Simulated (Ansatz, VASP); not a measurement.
**Two plane-wave programs on Al2O3**

```
Al O
1.0
     2.42695    1.40120    4.29172
    -2.42695    1.40120    4.29172
     0.00000   -2.80240    4.29172
Al O
4 6
Direct
  0.85291 0.85291 0.85291
  0.35291 0.35291 0.35291
  0.14709 0.14709 0.14709
  0.64709 0.64709 0.64709
  0.44478 0.05522 0.75000
  0.05522 0.75000 0.44478
  0.55522 0.94478 0.25000
  0.25000 0.55522 0.94478
  0.94478 0.25000 0.55522
  0.75000 0.44478 0.05522
```

Change from the starting cell: epitaxial_xy strain +2.0%.

Alike in both runs: task single point; functional PBE; k mesh 6 × 6 × 6; occupations fermi-dirac, width 0.02 eV; no spin polarisation.

```csv
,VASP,Ansatz
version,VASP 6.6.1,Ansatz 0.2.0
potentials or method,"VASP PAW PBE potentials, release 64 (Al, O)","plane waves, PAW"
plane-wave cutoff (eV),520,420
valence electrons in the cell,48,48
```

Ansatz gave:

```
gap on the k mesh at the Fermi level (eV)                     : 5.63
pressure (GPa)                                                : -0.1
traceless stress, the component that is largest in VASP (GPa) : 6.74
rms of the force components (eV/Å)                            : 0.018
```

Q: What did VASP give for the same quantities?

A: gap on the k mesh at the Fermi level (eV): 5.62; pressure (GPa): -0.3; traceless stress, the component that is largest in VASP (GPa): 6.73; rms of the force components (eV/Å): 0.020.

Atom by atom the forces differ by 0.002 eV/Å (rms over components).
